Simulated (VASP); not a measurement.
Runs of VASP 6.6.1 on Al. The structure is that of space group P6_3/mmc (No. 194), or close to it. The cells are those of the table. This isn't the form of Al at room conditions, which is fcc.

```tsv
task	cell	k mesh	cutoff (eV)	smearing	gap on the mesh (eV)	pressure (GPa)
single point	a = 2.808, b = 2.808, c = 4.689 Å, angles 90.0, 90.0, 120.0°, 2 atoms	18 × 18 × 10	520	gaussian 0.1 eV	none	-0.3
single point	a = 2.808, b = 2.808, c = 4.689 Å, angles 90.0, 90.0, 120.0°, 2 atoms	30 × 30 × 14	520	gaussian 0.15 eV	none	-0.3
relaxation of shape and atoms at fixed volume	relaxed from a = 2.780, b = 2.780, c = 4.642 Å, angles 90.0, 90.0, 120.0°, 2 atoms	18 × 18 × 10	600	gaussian 0.1 eV	none	2.5
single point	a = 2.860, b = 2.860, c = 4.790 Å, angles 90.0, 90.0, 120.0°, 2 atoms	18 × 18 × 10	520	gaussian 0.1 eV	none	(a)
single point	a = 2.781, b = 2.781, c = 4.637 Å, angles 90.0, 90.0, 120.0°, 2 atoms	18 × 18 × 10	520	gaussian 0.1 eV	none	2.5
relaxation of shape and atoms at fixed volume	relaxed from a = 2.752, b = 2.752, c = 4.589 Å, angles 90.0, 90.0, 120.0°, 2 atoms	18 × 18 × 10	600	gaussian 0.1 eV	none	5.9
single point	a = 2.808, b = 2.808, c = 4.689 Å, angles 90.0, 90.0, 120.0°, 2 atoms	24 × 24 × 14	520	gaussian 0.15 eV	none	-0.2
relaxation of shape and atoms at fixed volume	relaxed from a = 2.836, b = 2.836, c = 4.736 Å, angles 90.0, 90.0, 120.0°, 2 atoms	18 × 18 × 10	600	gaussian 0.1 eV	none	-2.8
single point	a = 2.835, b = 2.835, c = 4.740 Å, angles 90.0, 90.0, 120.0°, 2 atoms	18 × 18 × 10	520	gaussian 0.1 eV	none	-2.8
single point	a = 2.756, b = 2.756, c = 4.575 Å, angles 90.0, 90.0, 120.0°, 2 atoms	18 × 18 × 10	520	gaussian 0.1 eV	none	5.9
```

Alike in all rows: level r2SCAN; potentials or basis VASP PAW PBE potentials, release 64 (Al); no spin polarisation.

Task: Estimate the missing entries.

Result: (a) -4.8.

Caveats: the PAW data sets were made with another functional, which shifts forces and pressure a little; the cell stands under tension (at least some runs); the cell stands under pressure (at least some runs).

A gap of «none» marks levels without a gap at the run's occupations.
